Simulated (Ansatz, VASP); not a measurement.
# SiC in VASP and in Ansatz

```
Si C
1.0
     1.26252   -5.88985    0.00000
     1.26252    5.88985    0.00000
     0.00000    0.00000    3.08166
Si C
2 2
Direct
  0.10704 0.89296 0.50000
  0.89296 0.10704 0.50000
  0.21654 0.78346 0.00000
  0.78346 0.21654 0.00000
```

Alike in both runs: functional PBE; k mesh 18 × 18 × 16; occupations gaussian, width 0.1 eV; no spin polarisation.

Ansatz relaxed the structure, and its values are those at the end. VASP's run is a single point on that final structure, the one shown.

|  | VASP | Ansatz |
| --- | --- | --- |
| version | VASP 6.6.1 | Ansatz 0.2.0 |
| potentials or method | VASP PAW PBE potentials, release 64 (Si, C), cutoff 520 eV | scalar-relativistic, plane waves, PAW |
| valence electrons in the cell | 16 | 16 |

VASP gave:

- gap on the k mesh at the Fermi level (eV): none
- pressure (GPa): 0.1
- rms of the force components (eV/Å): 0.013

Task: What did Ansatz give for the same quantities?

Result: gap on the k mesh at the Fermi level (eV): none; pressure (GPa): 0.0; rms of the force components (eV/Å): 0.001.

A gap of «none» marks a metal or a gap that the smearing closes.
